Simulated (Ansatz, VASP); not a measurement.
## One calculation of TeRu, two programs

```
Ru Te
1.0
     0.00000    3.11393    3.11393
     3.11393    0.00000    3.11393
     3.11393    3.11393    0.00000
Ru Te
1 1
Direct
  0.00000 0.00000 0.00000
  0.25000 0.25000 0.25000
```

Alike in both runs: task single point; functional PBE; k mesh 5 × 5 × 5; occupations gaussian, width 0.05 eV; collinear spin.

```csv
,VASP,Ansatz
version,VASP 6.6.1,Ansatz 0.2.0
potentials or method,"VASP PAW PBE potentials, release 64 (Ru_pv, Te), cutoff 520 eV","scalar-relativistic, plane waves, PAW"
valence electrons in the cell,20,32
```

Ansatz gave:

| Item | Value |
| --- | --- |
| gap on the k mesh at the Fermi level (eV) | none |
| pressure (GPa) | -10.4 |
| net moment per atom (μB) | 0.00 |

Which values does VASP return?

gap on the k mesh at the Fermi level (eV): none; pressure (GPa): -10.5; net moment per atom (μB): 0.00.

A gap of «none» marks a metal or a gap that the smearing closes. VASP's potentials hold 20 valence electrons a cell and Ansatz's 32, so a difference there can come from the potentials and not from the codes. Ansatz's warnings: seeded moment not kept, specified occupation not kept, symmetry narrowed by occupation matrices.

Neither program's run includes spin-orbit coupling.
